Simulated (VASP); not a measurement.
Here is a VASP 6.6.1 calculation.

Contents of INCAR:

```
SYSTEM = AlC
  PREC = Accurate
  ENCUT = 600
  EDIFF = 1E-6
  ISMEAR = 0
  SIGMA = 0.2
  LREAL = .False.
  LASPH = .True.
  NELM = 120
  ALGO = Normal
  ISIF = 2
  LWAVE = .False.
  LCHARG = .False.
  GGA = PE
  NBANDS = 10
  GGA_COMPAT = .False.
```

The input KPOINTS:

```
regular mesh
0
Gamma
  7 7 7
  0 0 0
```

The input POSCAR:

```
AlC
1.0
    0.0000000000      2.1349714349      2.1349714349
    2.1349714349      0.0000000000      2.1349714349
    2.1349714349      2.1349714349      0.0000000000
Al C
1 1
Direct
    0.0000000000      0.0000000000      0.0000000000
    0.5000000000      0.5000000000      0.5000000000
```

Potentials or basis: VASP PAW PBE potentials, release 64 (Al, C).

The run is started by

```sh
$ cat potpaw_PBE.64/Al/POTCAR potpaw_PBE.64/C/POTCAR > POTCAR
$ mpirun -np 1 vasp_std > vasp.out
```

Problem. Estimate the pressure.

Solution. -0.2 GPa.

Caveat: the k points lie up to 0.36 Å⁻¹ apart.
